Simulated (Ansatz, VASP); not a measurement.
Zn2Sn5N in VASP and in Ansatz

```
Zn Sn N
1.0
     8.08448    0.00000    0.00000
     0.00000    8.08448    0.00000
     0.00000    0.00000    4.69119
Zn Sn N
2 5 1
Cartesian
  4.0422 4.0422 0.0000
  0.0000 0.0000 2.3456
  5.4765 0.0000 2.3456
  2.6079 0.0000 2.3456
  0.0000 2.6079 2.3456
  0.0000 5.4765 2.3456
  0.0000 0.0000 0.0000
  4.0422 4.0422 2.3456
```

Alike in both runs: functional PBE; k mesh 3 × 3 × 3; occupations gaussian, width 0.2 eV; no spin polarisation.

Ansatz relaxed the structure, and its values are those at the end. VASP's run is a single point on that final structure, the one shown.

```csv
,VASP,Ansatz
version,VASP 6.6.1,Ansatz 0.2.0
potentials or method,"VASP PAW PBE potentials, release 64 (Zn, Sn_d, N), cutoff 520 eV","scalar-relativistic, plane waves, PAW"
valence electrons in the cell,99,99
```

Ansatz gave:

- gap on the k mesh at the Fermi level (eV): none
- pressure (GPa): 0.0
- rms of the force components (eV/Å): 0.010

Estimate VASP's values.

gap on the k mesh at the Fermi level (eV): none; pressure (GPa): 0.0; rms of the force components (eV/Å): 0.007.

A gap of «none» marks a metal or a gap that the smearing closes. With one functional, cell and mesh, what is left measures potentials, basis and numerics.

The k mesh is coarse, so the values compare programs but aren't converged.
